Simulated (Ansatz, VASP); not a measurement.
## Tl: VASP beside Ansatz

File INCAR:

```
PREC     = Accurate       # precision mode
ENCUT    = 400            # plane-wave cutoff, eV
EDIFF    = 1E-8           # SCF threshold, eV
ISMEAR   = -1             # smearing method
SIGMA    = 0.05           # smearing width, eV
LREAL    = False          # projectors in reciprocal space
LASPH    = True           # aspherical terms in the spheres
NELM     = 120            # most SCF steps
ALGO     = Normal         # electronic algorithm
ISIF     = 2              # what is computed and relaxed
LWAVE    = False          # write WAVECAR
LCHARG   = False          # write CHGCAR
GGA      = CA             # functional
LEFG     = True         
NBANDS   = 20             # bands
GGA_COMPAT= False
```

The input KPOINTS:

```
regular mesh
0
Gamma
  11 11 6
```

Contents of POSCAR:

```
Tl
1.0
    3.4559983565     -0.0172799918     -0.0172799918
   -1.7429640902      3.0016223681     -0.0063249160
   -0.0276250000     -0.0276250000      5.5250000000
Tl
2
Direct
    0.3333333333      0.6666666667      0.2500000000
    0.6666666667      0.3333333333      0.7500000000
```

Input for Ansatz:

```yaml
crystal:
  lattice:
    - [3.4559983565, -0.0172799918, -0.0172799918]
    - [-1.7429640902, 3.0016223681, -0.006324916]
    - [-0.027625, -0.027625, 5.525]
  atoms:
    - { symbol: Tl, position: [0.3333333333, 0.6666666667, 0.25] }
    - { symbol: Tl, position: [0.6666666667, 0.3333333333, 0.75] }
kpoints:
  mp_grid: { grid: [11, 11, 6] }
scf:
  occupations: { method: fermi_dirac, width: 0.05 }
hamiltonian:
  xc: lda
  pseudopotentials: { kind: paw }
output:
  forces: true
  stress: true
  eigenvalues: true
  efg: { contact_densities: true }
```

Change from the starting cell: equal xy, yz and zx shear strains of -1 %, PAW files.

Alike in both runs: task electric field gradients; functional LDA; k mesh 11 × 11 × 6; occupations fermi-dirac, width 0.05 eV; no spin polarisation.

|  | VASP | Ansatz |
| --- | --- | --- |
| version | VASP 6.6.1 | Ansatz 0.2.0 |
| potentials or method | VASP PAW LDA potentials, release 64 (Tl_d) | PAW with Ansatz's default frozen-core files, scalar-relativistic |
| plane-wave cutoff (eV) | 400 | 420 |
| valence electrons in the cell | 26 | 26 |

|  | VASP | Ansatz | Ansatz less VASP |
| --- | --- | --- | --- |
| pressure (GPa) | -1.8 | -1.8 | -0.01 |
| rms of the force components (eV/Å) | 0.006 | 0.006 | 0.0000 |
| size of Vzz on the site where it differs most (V/Å²) | 23.6 | 23.8 | +0.17 |

LDA's correlation is that of Perdew and Zunger in VASP and of Perdew and Wang (1992) in Ansatz. Atom by atom the forces differ by 0.000 eV/Å (rms over components).

Neither program's run includes spin-orbit coupling.
